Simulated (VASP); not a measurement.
# Al3BP2 (R-3m) in VASP: single point with PBE

Aim: the single point of Al3BP2 with PBE.

Everything below comes from runs of VASP 6.6.1. Logs are shortened: lines on timing, memory, paths and dates and some standing lists are left out, and cuts for length are marked.

## Step 1: The cell of the first run

Symmetry: R-3m, No. 166, trigonal system. Conventional cell: a = 6.204 Å, b = 6.204 Å, c = 8.281 Å, α = 90.00°, β = 90.00°, γ = 120.00°. Within 3.3 Å of Al (site symmetry 2/m) lie 2 B at 2.26 Å and 6 P at 2.46 to 3.28 Å and 8 Al at 3.10 to 3.29 Å. B (site symmetry -3m) has 6 Al at 2.26 Å and 2 P at 3.07 Å within 3.1 Å. P (site symmetry 3m) has 1 P at 2.15 Å and 3 Al at 2.46 Å within 2.8 Å.

## Step 2: Single point, PBE, collinear spin

INCAR

```
ALGO = Normal
EDIFF = 1E-6
ENCUT = 500
GGA = PE
GGA_COMPAT = False
ISIF = 2
ISMEAR = 1
ISPIN = 2
LASPH = True
LCHARG = True
LELF = True
LORBIT = 11
LREAL = False
LVHAR = True
LWAVE = False
MAGMOM = 3 1 1 1 1 3
NBANDS = 24
NELM = 200
PREC = Accurate
SIGMA = 0.1
```

KPOINTS

```
k-points
0
Gamma
  12 12 12
```

POSCAR

```
Al3BP2
1.0
    3.1018588163      1.7908590226      2.7604110800
   -3.1018588163      1.7908590226      2.7604110800
    0.0000000000     -3.5817180452      2.7604110800
Al B P
3 1 2
Direct
    0.0000000000      0.5000000000      0.0000000000
    0.5000000000      0.0000000000      0.0000000000
    0.0000000000      0.0000000000      0.5000000000
    0.0000000000      0.0000000000      0.0000000000
    0.6295639660      0.6295639660      0.6295639660
    0.3704360340      0.3704360340      0.3704360340
```

Potentials or basis: VASP PAW PBE potentials, release 64 (Al, B, P).

Launch:

```bash
> cat potpaw_PBE.64/Al/POTCAR potpaw_PBE.64/B/POTCAR potpaw_PBE.64/P/POTCAR > POTCAR
> mpirun -np 1 vasp_std > vasp.out
```

OUTCAR:

```text
EDIFF = 1E-6
   ENCUT = 500
   GGA = PE
   ISIF = 2
   ISMEAR = 1
   ISPIN = 2
   LASPH = True
   LORBIT = 11
   LREAL = False
   NELM = 200
   PREC = Accurate

 ion  position               nearest neighbor table
   1  0.000  0.500  0.000-   4 2.26   4 2.26   6 2.46   5 2.46   2 3.10   2 3.10   3 3.10   3 3.10
                             3 3.29   3 3.29   2 3.29   2 3.29
   2  0.500  0.000  0.000-   4 2.26   4 2.26   6 2.46   5 2.46   1 3.10   1 3.10   3 3.10   3 3.10
                             3 3.29   3 3.29   1 3.29   1 3.29
   3  0.000  0.000  0.500-   4 2.26   4 2.26   6 2.46   5 2.46   2 3.10   1 3.10   1 3.10   2 3.10
                             1 3.29   1 3.29   2 3.29   2 3.29
   4  0.000  0.000  0.000-   1 2.26   2 2.26   1 2.26   2 2.26   3 2.26   3 2.26
   5  0.630  0.630  0.630-   6 2.15   2 2.46   1 2.46   3 2.46
   6  0.370  0.370  0.370-   5 2.15   2 2.46   1 2.46   3 2.46

  LATTYP: Found a trigonal (rhomboedric) cell.
 ALAT       =     4.5220098945
 COS(alpha) =     0.0589536113

  Lattice vectors:

 A1 = (   3.1018588163,   1.7908590226,   2.7604110800)
 A2 = (  -3.1018588163,   1.7908590226,   2.7604110800)
 A3 = (   0.0000000000,  -3.5817180452,   2.7604110800)

Analysis of symmetry for initial positions (statically):
=====================================================================
 Subroutine PRICEL returns:
 Original cell was already a primitive cell.

 Routine SETGRP: Setting up the symmetry group for a
 trigonal (rhombohedral) supercell.

 Subroutine GETGRP returns: Found 12 space group operations
 (whereof 12 operations were pure point group operations)
 out of a pool of 12 trial point group operations.

The static configuration has the point symmetry D_3d.

Analysis of symmetry for dynamics (positions and initial velocities):
=====================================================================
 Subroutine PRICEL returns:
 Original cell was already a primitive cell.

 Routine SETGRP: Setting up the symmetry group for a
 trigonal (rhombohedral) supercell.

 Subroutine GETGRP returns: Found 12 space group operations
 (whereof 12 operations were pure point group operations)
 out of a pool of 12 trial point group operations.

The dynamic configuration has the point symmetry D_3d.

Analysis of structural, dynamic, and magnetic symmetry:
=====================================================================
 Subroutine PRICEL returns:
 Original cell was already a primitive cell.

 Routine SETGRP: Setting up the symmetry group for a
 trigonal (rhombohedral) supercell.

 Subroutine GETGRP returns: Found  2 space group operations
 (whereof  2 operations were pure point group operations)
 out of a pool of 12 trial point group operations.

The overall configuration has the point symmetry C_1h.

 Subroutine INISYM returns: Found  2 space group operations
 (whereof  2 operations are pure point group operations),
 and found     1 'primitive' translations

----------------------------------------------------------------------------------------

                                     Primitive cell

  volume of cell :      92.0044

  direct lattice vectors                    reciprocal lattice vectors
     3.101858816  1.790859023  2.760411080     0.161193668  0.093065208  0.120754961
    -3.101858816  1.790859023  2.760411080    -0.161193668  0.093065208  0.120754961
     0.000000000 -3.581718045  2.760411080     0.000000000 -0.186130415  0.120754961

  length of vectors
     4.522009894  4.522009894  4.522009894     0.221869989  0.221869989  0.221869989

  position of ions in fractional coordinates (direct lattice)
     0.000000000  0.500000000  1.000000000
     0.500000000  0.000000000  1.000000000
     1.000000000  1.000000000  0.500000000
     0.000000000  0.000000000  0.000000000
     0.629563966  0.629563966  0.629563966
     0.370436034  0.370436034  0.370436034

  ion indices of the primitive-cell ions
   primitive index   ion index
                 1           1
                 2           2
                 3           3
                 4           4
                 5           5
                 6           6

----------------------------------------------------------------------------------------

 KPOINTS: k-points

Automatic generation of k-mesh.
 Grid dimensions read from file:
 generate k-points for:   12   12   12

 Generating k-lattice:

  Cartesian coordinates                     Fractional coordinates (reciprocal lattice)
[... 49 lines left out ...]
   NGXF,Y,Z  is equivalent  to a cutoff of  26.47, 26.47, 26.47 a.u.
 SYSTEM =  unknown system
   PREC   = accura    normal or accurate (medium, high low for compatibility)
   ISTART =      0    job   : 0-new  1-cont  2-samecut
   ICHARG =      2    charge: 1-file 2-atom 10-const
   ISPIN  =      2    spin polarized calculation?
   LNONCOLLINEAR =      F non collinear calculations
   LSORBIT =      F    spin-orbit coupling
   LASPH  =      T    aspherical Exc in radial PAW
   ENCUT  =  500.0 eV  36.75 Ry    6.06 a.u.   8.24  8.24  8.24*2*pi/ulx,y,z
   NELM   =    200;   NELMIN=  2; NELMDL= -5     # of ELM steps
   EDIFF  = 0.1E-05   stopping-criterion for ELM
   LREAL  =      F    real-space projection
   EDIFFG = 0.1E-04   stopping-criterion for IOM
   NSW    =      0    number of steps for IOM
   IBRION =     -1    ionic relax: 0-MD 1-quasi-New 2-CG
   NFREE  =      0    steps in history (QN), initial steepest desc. (CG)
   ISIF   =      2    stress and relaxation
   ISYM   =      2    0-nonsym 1-usesym 2-fastsym
   POTIM  = 0.5000    time-step for ionic-motion
   TEBEG  =    0.0;   TEEND  =   0.0 temperature during run
   PSTRESS=    0.0 pullay stress
   NELECT =      22.0000    total number of electrons
   NUPDOWN=      -1.0000    fix difference up-down
   EMIN   =  10.00;   EMAX   =-10.00  energy-range for DOS
   EFERMI =   0.00;   METHOD = LEGACY
   ISMEAR =     1;   SIGMA  =   0.10  broadening in eV -4-tet -1-fermi 0-gaus
   EFERMI_NEDOS =   21; number of points for ismear=-14 and -15
   IALGO  =     38    algorithm
   IMIX   =      4    mixing-type and parameters
     AMIX     =   0.40;   BMIX     =  1.00
     AMIX_MAG =   1.60;   BMIX_MAG =  1.00
  volume/ion in A,a.u.               =      15.33       103.48
  Fermi-wavevector in a.u.,A,eV,Ry     =   1.016123  1.920194 14.048094  1.032506
  Thomas-Fermi vector in A             =   2.149448
   LORBIT       =     11    0 simple, 1 ext, 2 COOP (PROOUT), +10 PAW based schemes
   GGA     = PE    functional components
   LHFCALC =     F    Hartree Fock is set to
   AEXX    =    0.0000 exact exchange contribution
   IVDW    =     0    specifies the selected vdW correction
   LEPSILON=     F    determine dielectric tensor
   LRPA    =     F    only Hartree local field effects (RPA)
 spin polarized calculation
 Methfessel and Paxton  Order N= 1 SIGMA  =   0.10
  energy-cutoff  :      500.00
  volume of cell :       92.00
 maximum number of plane-waves:      2362
 NGX is ok and might be reduce to    36
   NGX = 17   NGY = 17   NGZ = 17

 number of electron      22.0000001 magnetization       0.0016431

 number of electron      22.0000001 magnetization      -0.0000921

 Free energy of the ion-electron system (eV)
  ---------------------------------------------------
  ext. energy  EPLUGINS =         0.00000000
  ---------------------------------------------------
  free energy    TOTEN  =       -27.73551335 eV

  energy without entropy =      -27.73527261  energy(sigma->0) =      -27.73543310

 E-fermi :   7.5091     XC(G=0): -10.3485

 val. band max:        7.4995421290   @ k =   0.3333   0.3333   0.0833
 cond. band min:       7.5169170491   @ k =  -0.2500   0.4167   0.0833
 fundamental gap:      0.0173749202
 Fermi energy:         7.5090965345

 spin component 1

 k-point     1 :       0.0000    0.0000    0.0000
  band No.  band energies     occupation
      1      -6.2755      1.00000
      2      -1.8082      1.00000
      3      -1.2563      1.00000
      4       2.8575      1.00000
      5       2.8575      1.00000
      6       3.1835      1.00000
[... 613 lines left out ...]
     22      14.9699      0.00000
     23      15.1686      0.00000

 [... further k-points ...]

 spin component 2

 k-point     1 :       0.0000    0.0000    0.0000
  band No.  band energies     occupation
      1      -6.2755      1.00000
      2      -1.8082      1.00000
      3      -1.2564      1.00000
      4       2.8575      1.00000
      5       2.8575      1.00000
      6       3.1835      1.00000
[... 613 lines left out ...]
     22      14.9699      0.00000
     23      15.1686      0.00000

 [... further k-points ...]

 [bands above 23 left out]

------------------------ aborting loop because EDIFF is reached ----------------------------------------

  FORCE on cell =-STRESS in cart. coord.  units (eV):
  Direction    XX          YY          ZZ          XY          YZ          ZX
  --------------------------------------------------------------------------------------
  -------------------------------------------------------------------------------------
  Total       -0.0328502     -0.0327253     -0.0525394      0.0001082      0.0000134     -0.0000232
  in kB       -0.5720583     -0.5698829     -0.9149295      0.0018840      0.0002329     -0.0004032
  external PRESSURE =      -0.6856236 kB  Pullay stress =       0.0000000 kB

 VOLUME and BASIS-vectors are now :
 -----------------------------------------------------------------------------
  energy-cutoff  :      500.00
  volume of cell :       92.00
      direct lattice vectors                 reciprocal lattice vectors
     3.101858816  1.790859023  2.760411080     0.161193668  0.093065208  0.120754961
    -3.101858816  1.790859023  2.760411080    -0.161193668  0.093065208  0.120754961
     0.000000000 -3.581718045  2.760411080     0.000000000 -0.186130415  0.120754961

 POSITION                                       TOTAL-FORCE (eV/Angst)
 -----------------------------------------------------------------------------------
     -1.55093      0.89543      1.38021         0.000026     -0.000015      0.000010
      1.55093      0.89543      1.38021        -0.000024     -0.000014      0.000008
      0.00000     -1.79086      1.38021        -0.000000      0.000028      0.000008
      0.00000      0.00000      0.00000         0.000001     -0.000000      0.000013
      0.00000      0.00000      5.21357         0.000007     -0.000004     -0.054590
      0.00000      0.00000      3.06767        -0.000009      0.000005      0.054551
 -----------------------------------------------------------------------------------
    total drift:                               -0.000001      0.000001      0.000046

  FREE ENERGIE OF THE ION-ELECTRON SYSTEM (eV)
  ---------------------------------------------------
  free  energy   TOTEN  =       -27.7355133544 eV

  energy  without entropy=      -27.7352726052  energy(sigma->0) =      -27.73543310

 total charge

# of ion       s       p       d       tot
------------------------------------------
    1        0.422   0.311   0.000   0.733
    2        0.422   0.311   0.000   0.733
    3        0.422   0.311   0.000   0.733
    4        0.695   1.109   0.000   1.804
    5        1.059   1.456   0.000   2.514
    6        1.059   1.456   0.000   2.514
--------------------------------------------------
tot          4.076   4.954   0.000   9.030

 magnetization (x)

# of ion       s       p       d       tot
------------------------------------------
    1       -0.000  -0.000   0.000  -0.000
    2       -0.000  -0.000   0.000  -0.000
    3       -0.000  -0.000   0.000  -0.000
    4       -0.000  -0.000   0.000  -0.000
    5       -0.000  -0.000   0.000  -0.000
    6       -0.000  -0.000   0.000  -0.000
--------------------------------------------------
tot         -0.000  -0.000   0.000  -0.000
```

It took 40 min on 1 thread of Intel Xeon 8259CL, shared host; peak memory 1.3 GiB.

What came out:

```yaml
Free_energy: -27.7355 eV
Pressure: -0.1 GPa
Largest_force: 0.055 eV/Å
Band_gap_on_the_k_mesh: zero (filled and empty bands overlap)
Net_moment: 0.00 μB per cell
Valence_electrons_inside_the_program's_atomic_spheres: Al 0.73; B 1.80; P 2.51
```

Forces in eV/Å, atoms in the order of the input:
```
Al   0.000  0.000  0.000
Al   0.000  0.000  0.000
Al   0.000  0.000  0.000
B    0.000  0.000  0.000
P    0.000  0.000 -0.055
P    0.000  0.000  0.055
```
